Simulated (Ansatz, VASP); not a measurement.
# Two plane-wave programs on HfN

```
Hf N
1.0
     0.00000    2.25900    2.25900
     2.25900    0.00000    2.25900
     2.25900    2.25900    0.00000
Hf N
1 1
Direct
  0.00000 0.00000 0.00000
  0.50000 0.50000 0.50000
```

Alike in both runs: task electric field gradients; functional PBE; k mesh 10 × 10 × 10; occupations fermi-dirac, width 0.03 eV; no spin polarisation.

|  | VASP | Ansatz |
| --- | --- | --- |
| version | VASP 6.6.1 | Ansatz 0.2.0 |
| potentials or method | VASP PAW PBE potentials, release 64 (Hf_pv, N), cutoff 520 eV | PAW with Ansatz's default frozen-core files, scalar-relativistic |
| valence electrons in the cell | 15 | 31 |

VASP gave:

- pressure (GPa): 3.1

Question: Which values does Ansatz return?

Answer: Pressure (GPa): 5.4.

VASP's potentials hold 15 valence electrons a cell and Ansatz's 31, so a difference there can come from the potentials and not from the codes.

Neither program's run includes spin-orbit coupling.
